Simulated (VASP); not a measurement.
# PtSe2 (P-3m1) in VASP: notebook, part 2 of 2

VASP 6.6.1.

### Step 3. Relaxation of cell and atoms, PBE

INCAR reads:

```
SYSTEM = PtSe2
PREC     = Accurate       ! precision mode
ENCUT    = 600            ! plane-wave cutoff, eV
EDIFF    = 1E-7           ! SCF threshold, eV
ISMEAR   = 1              ! smearing method
SIGMA    = 0.05           ! smearing width, eV
LREAL    = .False.        ! projectors in reciprocal space
LASPH    = .True.         ! aspherical terms in the spheres
NELM     = 100            ! most SCF steps
ALGO     = Normal         ! electronic algorithm
ISIF     = 3              ! what is computed and relaxed
LWAVE    = .False.        ! write WAVECAR
LCHARG   = .False.        ! write CHGCAR
GGA      = PE             ! functional
IBRION   = 2              ! ionic algorithm
NSW      = 80             ! ionic steps
EDIFFG   = -0.03          ! ionic threshold
```

KPOINTS reads:

```
Automatic mesh
0
Gamma
  9 9 6
  0 0 0
```

POSCAR reads:

```
PtSe2
1.0
    3.7240000000      0.0000000000      0.0000000000
   -1.8620000000      3.2250786000      0.0000000000
    0.0000000000      0.0000000000      5.0620000000
Pt Se
1 2
Direct
    0.0000000000      0.0000000000      0.0000000000
    0.3333333333      0.6666666667      0.2500000000
    0.6666666667      0.3333333333      0.7500000000
```

Potentials or basis: VASP PAW PBE potentials, release 64 (Pt, Se).

Started as:

```sh
> cat potpaw_PBE.64/Pt/POTCAR potpaw_PBE.64/Se/POTCAR > POTCAR
> mpirun -np 1 vasp_std > vasp.out
```

OUTCAR:

```text
SYSTEM = PtSe2
   PREC = Accurate
   ENCUT = 600
   EDIFF = 1E-7
   ISMEAR = 1
   LREAL = .False.
   LASPH = .True.
   NELM = 100
   ISIF = 3
   GGA = PE
   IBRION = 2
   NSW = 80
   EDIFFG = -0.03

 ion  position               nearest neighbor table
   1  0.000  0.000  0.000-   2 2.49   3 2.49   3 2.49   2 2.49   3 2.49   2 2.49
   2  0.333  0.667  0.250-   1 2.49   1 2.49   1 2.49
   3  0.667  0.333  0.750-   1 2.49   1 2.49   1 2.49

  LATTYP: Found a hexagonal cell.
 ALAT       =     3.7240000000
 C/A-ratio  =     1.3592910849

  Lattice vectors:

 A1 = (   3.7240000000,   0.0000000000,   0.0000000000)
 A2 = (  -1.8620000000,   3.2250786000,   0.0000000000)
 A3 = (   0.0000000000,   0.0000000000,   5.0620000000)

Analysis of symmetry for initial positions (statically):
=====================================================================
 Subroutine PRICEL returns:
 Original cell was already a primitive cell.

 Routine SETGRP: Setting up the symmetry group for a
 hexagonal supercell.

 Subroutine GETGRP returns: Found 12 space group operations
 (whereof 12 operations were pure point group operations)
 out of a pool of 24 trial point group operations.

The static configuration has the point symmetry D_3d.

Analysis of symmetry for dynamics (positions and initial velocities):
=====================================================================
 Subroutine PRICEL returns:
 Original cell was already a primitive cell.

 Routine SETGRP: Setting up the symmetry group for a
 hexagonal supercell.

 Subroutine GETGRP returns: Found 12 space group operations
 (whereof 12 operations were pure point group operations)
 out of a pool of 24 trial point group operations.

The dynamic configuration has the point symmetry D_3d.

 Subroutine INISYM returns: Found 12 space group operations
 (whereof 12 operations are pure point group operations),
 and found     1 'primitive' translations

----------------------------------------------------------------------------------------

                                     Primitive cell

  volume of cell :      60.7956

  direct lattice vectors                    reciprocal lattice vectors
     3.724000000  0.000000000  0.000000000     0.268528464  0.155034981  0.000000000
    -1.862000000  3.225078600  0.000000000     0.000000000  0.310069962  0.000000000
     0.000000000  0.000000000  5.062000000     0.000000000  0.000000000  0.197550375

  length of vectors
     3.724000000  3.723999997  5.062000000     0.310069962  0.310069962  0.197550375

  position of ions in fractional coordinates (direct lattice)
     0.000000000  0.000000000  0.000000000
     0.333333333  0.666666667  0.250000000
     0.666666667  0.333333333  0.750000000

  ion indices of the primitive-cell ions
   primitive index   ion index
                 1           1
                 2           2
                 3           3

----------------------------------------------------------------------------------------

 KPOINTS: Automatic mesh

Automatic generation of k-mesh.
 Grid dimensions read from file:
 generate k-points for:    9    9    6

 Generating k-lattice:

  Cartesian coordinates                     Fractional coordinates (reciprocal lattice)
     0.029836496  0.017226109  0.000000000     0.111111111  0.000000000  0.000000000
     0.000000000  0.034452218  0.000000000     0.000000000  0.111111111  0.000000000
     0.000000000  0.000000000  0.032925063     0.000000000  0.000000000  0.166666667

  Length of vectors
     0.034452218  0.034452218  0.032925063

  Shift w.r.t. Gamma in fractional coordinates (k-lattice)
     0.000000000  0.000000000  0.000000000

 Subroutine IBZKPT returns following result:
 ===========================================

 Found     62 irreducible k-points:

 Following reciprocal coordinates:
            Coordinates               Weight
  0.000000  0.000000  0.000000      1.000000
  0.111111  0.000000  0.000000      6.000000
  0.222222  0.000000  0.000000      6.000000
  0.333333 -0.000000  0.000000      6.000000
  0.444444  0.000000  0.000000      6.000000
  0.111111  0.111111  0.000000      6.000000
[... 16 lines left out ...]
  0.222222  0.111111  0.166667     12.000000
 -0.111111  0.333333  0.166667     12.000000
 [... further k-points ...]
   k-points           NKPTS =     62   k-points in BZ     NKDIM =     62   number of bands    NBANDS=     15
   number of dos      NEDOS =    301   number of ions     NIONS =      3
   total plane-waves  NPLWV =  36000
   dimension x,y,z NGX =    30 NGY =   30 NGZ =   40
   dimension x,y,z NGXF=    60 NGYF=   60 NGZF=   80
   ions per type =               1   2
   NGX,Y,Z   is equivalent  to a cutoff of  13.39, 13.39, 13.14 a.u.
   NGXF,Y,Z  is equivalent  to a cutoff of  26.79, 26.79, 26.27 a.u.
 SYSTEM =  PtSe2
   PREC   = accura    normal or accurate (medium, high low for compatibility)
   ISTART =      0    job   : 0-new  1-cont  2-samecut
   ICHARG =      2    charge: 1-file 2-atom 10-const
   ISPIN  =      1    spin polarized calculation?
   LNONCOLLINEAR =      F non collinear calculations
   LSORBIT =      F    spin-orbit coupling
   LASPH  =      T    aspherical Exc in radial PAW
   ENCUT  =  600.0 eV  44.10 Ry    6.64 a.u.   7.44  7.44 10.11*2*pi/ulx,y,z
   NELM   =    100;   NELMIN=  2; NELMDL= -5     # of ELM steps
   EDIFF  = 0.1E-06   stopping-criterion for ELM
   LREAL  =      F    real-space projection
   EDIFFG = -.3E-01   stopping-criterion for IOM
   NSW    =     80    number of steps for IOM
   IBRION =      2    ionic relax: 0-MD 1-quasi-New 2-CG
   NFREE  =      1    steps in history (QN), initial steepest desc. (CG)
   ISIF   =      3    stress and relaxation
   ISYM   =      2    0-nonsym 1-usesym 2-fastsym
   POTIM  = 0.5000    time-step for ionic-motion
   TEBEG  =    0.0;   TEEND  =   0.0 temperature during run
   PSTRESS=    0.0 pullay stress
   NELECT =      22.0000    total number of electrons
   NUPDOWN=      -1.0000    fix difference up-down
   EMIN   =  10.00;   EMAX   =-10.00  energy-range for DOS
   EFERMI =   0.00;   METHOD = LEGACY
   ISMEAR =     1;   SIGMA  =   0.05  broadening in eV -4-tet -1-fermi 0-gaus
   EFERMI_NEDOS =   21; number of points for ismear=-14 and -15
   IALGO  =     38    algorithm
   IMIX   =      4    mixing-type and parameters
     AMIX     =   0.40;   BMIX     =  1.00
     AMIX_MAG =   1.60;   BMIX_MAG =  1.00
  volume/ion in A,a.u.               =      20.27       136.76
  Fermi-wavevector in a.u.,A,eV,Ry     =   1.166608  2.204570 18.517184  1.360975
  Thomas-Fermi vector in A             =   2.303119
   LORBIT       =      0    0 simple, 1 ext, 2 COOP (PROOUT), +10 PAW based schemes
   GGA     = PE    functional components
   LHFCALC =     F    Hartree Fock is set to
   AEXX    =    0.0000 exact exchange contribution
   IVDW    =     0    specifies the selected vdW correction
   LEPSILON=     F    determine dielectric tensor
   LRPA    =     F    only Hartree local field effects (RPA)
 conjugate gradient relaxation of ions
 non-spin polarized calculation
 Methfessel and Paxton  Order N= 1 SIGMA  =   0.05
  energy-cutoff  :      600.00
  volume of cell :       60.80
 maximum number of plane-waves:      2053
 NGX is ok and might be reduce to    30
   NGX = 15   NGY = 15   NGZ = 21

--------------------------------------- Ionic step        1  -------------------------------------------

 number of electron      22.0000000 magnetization

 Free energy of the ion-electron system (eV)
  ---------------------------------------------------
  ext. energy  EPLUGINS =         0.00000000
  ---------------------------------------------------
  free energy    TOTEN  =       -14.18545145 eV

  energy without entropy =      -14.18558829  energy(sigma->0) =      -14.18549706

------------------------ aborting loop because EDIFF is reached ----------------------------------------

  FORCE on cell =-STRESS in cart. coord.  units (eV):
  Direction    XX          YY          ZZ          XY          YZ          ZX
  --------------------------------------------------------------------------------------
  -------------------------------------------------------------------------------------
  Total        3.0183597      3.0183597      2.2905744      0.0000000      0.0000000      0.0000000
  in kB       79.5443737     79.5443735     60.3646750      0.0000000      0.0000000      0.0000000
  external PRESSURE =      73.1511407 kB  Pullay stress =       0.0000000 kB
[... 965 lines left out ...]
      4      -0.5354      2.00000
      5      -0.1424      2.00000
      6       0.3744      2.00000
      7       1.0243      2.00000
      8       1.9739      2.00000
      9       3.2177      2.00000
     10       3.3259      2.00000
     11       4.6752      2.00000
     12       5.5271     -0.00000
     13       6.5610      0.00000
     14       9.8249      0.00000
     15      11.7601      0.00000

 [... further k-points ...]

[... ionic steps 4 to 17 ...]

--------------------------------------- Ionic step       18  -------------------------------------------

 number of electron      21.9999999 magnetization

------------------------ aborting loop because EDIFF is reached ----------------------------------------
[... 69 lines left out ...]
--------------------------------------- Ionic step       20  -------------------------------------------

 number of electron      21.9999999 magnetization

 Free energy of the ion-electron system (eV)
  ---------------------------------------------------
  ext. energy  EPLUGINS =         0.00000000
  ---------------------------------------------------
  free energy    TOTEN  =       -14.29877318 eV

  energy without entropy =      -14.29885647  energy(sigma->0) =      -14.29880094

 E-fermi :   3.6940     XC(G=0):  -9.3282

 val. band max:        3.6576868378   @ k =   0.1111   0.1111   0.0000
 cond. band min:       4.3965952802   @ k =   0.0000   0.2222   0.3333
 fundamental gap:      0.7389084425
 Fermi energy:         3.6939668147
[... 462 lines left out ...]
  FREE ENERGIE OF THE ION-ELECTRON SYSTEM (eV)
  ---------------------------------------------------
  free  energy   TOTEN  =       -14.2987731771 eV

  energy  without entropy=      -14.2988564677  energy(sigma->0) =      -14.29880094

 reached required accuracy - stopping structural energy minimisation
```

Run time: 20 min. Hardware: 1 thread of Intel Xeon 8259CL, shared host; peak memory 0.25 GiB.

Results:

- Free energy: -14.2988 eV
- Relaxed volume: 25.07 Å³/atom
- Relaxed cell: a = 3.752 Å, b = 3.752 Å, c = 6.169 Å, α = 90.00°, β = 90.00°, γ = 120.00°
- Space group after relaxing (to 0.1 Å): P-3m1 (No. 164)
- Energy gained by relaxing: 37.8 meV/atom
- Ionic steps: 20
- Pressure after relaxing: 0.0 GPa
- Largest force after relaxing: 0.027 eV/Å
- Band gap on the k mesh: 0.74 eV (least direct gap 0.96 eV)

Forces on the atoms (eV/Å):
```
Pt   0.000  0.000  0.000
Se   0.000  0.000 -0.027
Se   0.000  0.000  0.027
```

The path:
| step | energy change (eV) | largest force (eV/Å) | pressure (GPa) | volume (Å³) |
| --- | --- | --- | --- | --- |
| 1 | 0.0000 | 0.5892 | 7.32 | 60.80 |
| 2 | 0.0988 | 0.9694 | -8.17 | 69.30 |
| 3 | -0.0738 | 0.1215 | -0.02 | 63.95 |
| 4 | -0.0738 | 0.1080 | 0.12 | 63.88 |
| 5 | -0.0738 | 0.0957 | 0.25 | 63.81 |
| 6 | -0.0750 | 0.0817 | 0.23 | 63.98 |
| 7 | -0.0781 | 0.0468 | 0.18 | 64.50 |
| 8 | -0.0831 | 0.0119 | 0.14 | 65.53 |
| 9 | -0.0854 | 0.1746 | 0.23 | 67.60 |
| 10 | -0.0862 | 0.1687 | 0.19 | 67.74 |
| 11 | -0.0884 | 0.1530 | 0.07 | 68.17 |
| 12 | -0.0922 | 0.1238 | -0.15 | 69.02 |
| 13 | -0.0982 | 0.0709 | -0.50 | 70.71 |
| 14 | -0.1054 | 0.0068 | -0.91 | 74.07 |
| 15 | -0.1111 | 0.1261 | 0.61 | 74.18 |
| 16 | -0.1111 | 0.1139 | 0.48 | 74.17 |
| 17 | -0.1131 | 0.0271 | 0.29 | 74.84 |
| 18 | -0.1132 | 0.0016 | 0.23 | 75.07 |
| 19 | -0.1132 | 0.0457 | -0.19 | 75.35 |
| 20 | -0.1133 | 0.0265 | -0.01 | 75.22 |

Final structure:
```cif
data_structure
_symmetry_space_group_name_H-M 'P 1'
_symmetry_Int_Tables_number 1
_cell_length_a 3.7522
_cell_length_b 3.7522
_cell_length_c 6.1695
_cell_angle_alpha 90.000
_cell_angle_beta 90.000
_cell_angle_gamma 120.000
_cell_volume 75.22
loop_
_atom_site_label
_atom_site_type_symbol
_atom_site_fract_x
_atom_site_fract_y
_atom_site_fract_z
_atom_site_occupancy
Pt1 Pt 0.00000 0.00000 0.00000 1
Se1 Se 0.33333 0.66667 0.21205 1
Se2 Se 0.66667 0.33333 0.78795 1
```

Levels at points of the mesh, in eV from the valence-band top:
```csv
k point,band 7,band 8,band 9,band 10,band 11,band 12,band 13,band 14,band 15
"(0.00, 0.00, 0.00)",-3.18,-1.80,-0.40,-0.40,-0.13,2.44,2.44,4.13,4.99
"(0.00, 0.00, 0.50)",-3.18,-1.66,-1.39,-0.46,-0.46,2.57,2.57,5.17,5.87
```

Caveat: the volume moved by over 15 % at a fixed basis, so the end points are rough; spin-orbit coupling is left out, which moves the levels of the heavy elements; this functional lacks dispersion, which binds layers or chains, so the pressure and a relaxed spacing across them are unreliable.

### Step 4. Relaxation of cell and atoms, PBE+D3(BJ)

INCAR reads:

```
SYSTEM = PtSe2
ALGO = Normal
EDIFF = 1E-6
EDIFFG = -0.03
ENCUT = 600
GGA = PE
IBRION = 2
ISIF = 3
ISMEAR = 1
IVDW = 12
LASPH = .TRUE.
LCHARG = .FALSE.
LREAL = .FALSE.
LWAVE = .FALSE.
NELM = 80
NSW = 80
PREC = Accurate
SIGMA = 0.05
```

KPOINTS reads:

```
k-points
0
G
  9 9 6
  0 0 0
```

POSCAR is that of step 3.

Started as:

```sh
> cat potpaw_PBE.64/Pt/POTCAR potpaw_PBE.64/Se/POTCAR > POTCAR
> mpirun -np 1 vasp_std > vasp.out
```

Wall time 10 min (1 thread of Intel Xeon 8259CL, shared host); peak memory 0.26 GiB.

Results (log left out):

- Free energy: -15.6658 eV
- Relaxed volume: 19.77 Å³/atom
- Relaxed cell: a = 3.772 Å, b = 3.772 Å, c = 4.813 Å, α = 90.00°, β = 90.00°, γ = 120.00°
- Space group after relaxing (to 0.1 Å): P-3m1 (No. 164)
- Energy gained by relaxing: 16.5 meV/atom
- Ionic steps: 11
- Pressure after relaxing: 0.1 GPa
- Largest force after relaxing: 0.015 eV/Å
- Band gap on the k mesh: zero (bands 11 and 12 overlap by 0.82 eV)
- Dispersion energy per atom: -0.491 eV

Forces on the atoms (eV/Å):
```
Pt   0.000  0.000  0.000
Se   0.000  0.000  0.015
Se   0.000  0.000 -0.015
```

Stress tensor (GPa, compression positive):
```
0.01 0.00 0.00
0.00 0.01 0.00
0.00 0.00 0.18
```

Step by step:
| step | energy change (eV) | largest force (eV/Å) | pressure (GPa) | volume (Å³) |
| --- | --- | --- | --- | --- |
| 1 | 0.0000 | 0.6163 | 3.48 | 60.80 |
| 2 | 0.0317 | 0.3964 | -5.86 | 64.75 |
| 3 | -0.0240 | 0.1841 | -0.59 | 62.31 |
| 4 | -0.0240 | 0.1920 | -0.52 | 62.28 |
| 5 | -0.0293 | 0.1603 | -0.44 | 61.90 |
| 6 | -0.0412 | 0.0644 | -0.15 | 60.76 |
| 7 | -0.0416 | 0.1646 | 0.85 | 58.51 |
| 8 | -0.0459 | 0.0258 | 0.31 | 59.70 |
| 9 | -0.0473 | 0.1274 | -1.16 | 59.89 |
| 10 | -0.0480 | 0.0894 | -0.62 | 59.82 |
| 11 | -0.0494 | 0.0149 | 0.07 | 59.30 |

Final structure:
```
Pt Se
1.0
     3.77188    0.00000    0.00000
    -1.88594    3.26655    0.00000
     0.00000    0.00000    4.81255
Pt Se
1 2
Direct
  0.00000 0.00000 0.00000
  0.33333 0.66667 0.26580
  0.66667 0.33333 0.73420
```

Levels at points of the mesh, in eV from the Fermi level:
```csv
k point,band 9,band 10,band 11,band 12,band 13,band 14
"(0.00, 0.00, 0.00)",-1.02,-1.02,0.78,1.05,1.05,3.33
"(0.00, 0.00, 0.50)",-1.74,-1.74,-1.72,2.32,2.32,4.99
```

Caveat: spin-orbit coupling is left out, which moves the levels of the heavy elements.

### Step 5. The runs side by side

| level | gap on the mesh (eV) | pressure (GPa) | relaxed volume (Å³/atom) | largest force (eV/Å) |
| --- | --- | --- | --- | --- |
| PBEsol | none | 0.2 | 19.83 | 0.02 |
| PBE | 0.74 | 0.0 | 25.07 | 0.03 |
| PBE+D3(BJ) | none | 0.1 | 19.77 | 0.01 |

Alike in all rows: task relaxation of cell and atoms; potentials or basis VASP PAW PBE potentials, release 64 (Pt, Se); no spin polarisation; cell relaxed; k mesh 9 × 9 × 6; cutoff (eV) 600; smearing methfessel-paxton 0.05 eV.

Caveats: spin-orbit coupling is left out, which moves the levels of the heavy elements; the PAW data sets were made with another functional, which shifts forces and pressure a little (at least some runs); the volume moved by over 15 % at a fixed basis, so the end points are rough (at least some runs); this functional lacks dispersion, which binds layers or chains, so the pressure and a relaxed spacing across them are unreliable (at least some runs).

Absolute energies hang on the potentials; compare differences alone.

The gap in the log of VASP goes by the Fermi energy; the results here count the filled bands.